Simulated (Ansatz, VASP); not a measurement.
**BP: VASP beside Ansatz**

```xyz
2
Lattice="0.0000 2.1544 2.1544 2.1544 0.0000 2.1544 2.1544 2.1544 0.0000" Properties=species:S:1:pos:R:3 pbc="T T T"
B     0.0000    0.0000    0.0000
P     2.1544    2.1544    2.1544
```

Alike in both runs: task relaxation of cell and atoms; functional PBE; k mesh 16 × 16 × 16; occupations fermi-dirac, width 0.05 eV; no spin polarisation.

|  | VASP | Ansatz |
| --- | --- | --- |
| version | VASP 6.6.1 | Ansatz 0.2.0 |
| potentials or method | VASP PAW PBE potentials, release 64 (B, P) | PAW with Ansatz's default frozen-core files, scalar-relativistic |
| plane-wave cutoff (eV) | 500 | 420 |
| valence electrons in the cell | 8 | 8 |

Ansatz gave:

- relaxed volume (Å³/atom): 10.07
- relaxed cell length with the largest relative difference (Å): 3.054

Problem. Which values does VASP return?

Solution. Relaxed volume (Å³/atom): 10.06; relaxed cell length with the largest relative difference (Å): 3.053.
